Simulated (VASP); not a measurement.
Runs of VASP 6.6.1 on BAs. The structure is that of space group F-43m (No. 216), or close to it. The cells are those of the table. 

```csv
cell,k mesh,smearing,gap on the mesh (eV),pressure (GPa)
"a = 3.331 Å, angles 60.0°, 2 atoms",10 × 10 × 10,gaussian 0.02 eV,(a),10.0
"a = 3.395 Å, angles 60.0°, 2 atoms",6 × 6 × 6,gaussian 0.1 eV,1.29,1.3
"a = 3.295 Å, angles 60.0°, 2 atoms",10 × 10 × 10,gaussian 0.02 eV,1.10,16.0
"a = 3.378 Å, angles 60.0°, 2 atoms",6 × 6 × 6,gaussian 0.1 eV,(b),3.5
"a = 3.467 Å, angles 60.0°, 2 atoms",10 × 10 × 10,gaussian 0.02 eV,(c),-6.3
```

Alike in all rows: task single point; level PBE; potentials or basis VASP PAW PBE potentials, release 64 (B, As); no spin polarisation; cutoff (eV) 500.

Task: Estimate the missing entries.

Result: (a) 1.13; (b) 1.27; (c) 1.25.

Caveats: the cell stands under pressure (at least some runs); the cell stands under tension (at least some runs).

A k mesh can miss the band edges, and the runs leave out spin-orbit coupling on As.
